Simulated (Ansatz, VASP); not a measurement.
## One calculation of GaP, two programs

The input INCAR:

```
SYSTEM = GaP
PREC = Accurate
ENCUT = 520
EDIFF = 1E-6
ISMEAR = -1
SIGMA = 0.02
LREAL = .FALSE.
LASPH = .TRUE.
NELM = 60
ALGO = Normal
ISIF = 2
LWAVE = .FALSE.
LCHARG = .FALSE.
GGA = PE
NBANDS = 26
```

KPOINTS

```
Automatic mesh
0
G
  12 12 4
  0 0 0
```

The input POSCAR:

```
GaP
1.0
    3.5965004752      0.0000000000      0.0000000000
   -1.7982502376      3.1146607762      0.0000000000
    0.0000000000      0.0000000000      6.0305309166
Ga P
2 2
Direct
    0.0000000000      0.0000000000      0.0000000000
    0.0000000000      0.0000000000      0.5000000000
    0.3333333333      0.6666666667      0.2500000000
    0.6666666667      0.3333333333      0.7500000000
```

Input for Ansatz:

```yaml
crystal:
  lattice:
    - [3.5965004752, 0.0, 0.0]
    - [-1.7982502376, 3.1146607762, 0.0]
    - [0.0, 0.0, 6.0305309166]
  atoms:
    - { symbol: Ga, position: [0.0, 0.0, 0.0] }
    - { symbol: Ga, position: [0.0, 0.0, 0.5] }
    - { symbol: P, position: [0.3333333333, 0.6666666667, 0.25] }
    - { symbol: P, position: [0.6666666667, 0.3333333333, 0.75] }
kpoints:
  mp_grid: { grid: [12, 12, 4] }
  band_path:
    path:
      - [[0.0, 0.0, 0.0], [0.5, 1.224776634458e-17, 5.306528800474e-35], [0.3333333333333, 0.3333333333333, -1.581802345916e-34], [0.0, 0.0, 0.0], [-7.031184795163e-51, -1.235309038059e-51, 0.5], [0.5, 1.224776634458e-17, 0.5], [0.3333333333333, 0.3333333333333, 0.5], [-7.031184795163e-51, -1.235309038059e-51, 0.5]]
      - [[0.5, 1.224776634458e-17, 0.5], [0.5, 1.224776634458e-17, 5.306528800474e-35]]
      - [[0.3333333333333, 0.3333333333333, 0.5], [0.3333333333333, 0.3333333333333, -1.581802345916e-34]]
    npoints: 10
hamiltonian:
  xc: pbe
scf:
  occupations: { method: fermi_dirac, width: 0.02 }
  n_extra_bands: 5
output:
  forces: true
  stress: true
  eigenvalues: true
  write_density: true
  write_potential: true
  elf: true
  volumetric_format: npy
```

Alike in both runs: task single point; functional PBE; k mesh 12 × 12 × 4; occupations fermi-dirac, width 0.02 eV; no spin polarisation.

|  | VASP | Ansatz |
| --- | --- | --- |
| version | VASP 6.6.1 | Ansatz 0.2.0 |
| potentials or method | VASP PAW PBE potentials, release 64 (Ga_d, P) | plane waves, PAW |
| plane-wave cutoff (eV) | 520 | 420 |
| valence electrons in the cell | 36 | 36 |

|  | VASP | Ansatz | Ansatz less VASP |
| --- | --- | --- | --- |
| pressure (GPa) | 2.4 | 2.3 | -0.05 |
| traceless stress, the component that is largest in VASP (GPa) | 0.61 | 0.62 | +0.006 |

The functional is the same, so the differences come from potentials, cutoffs and numerics.
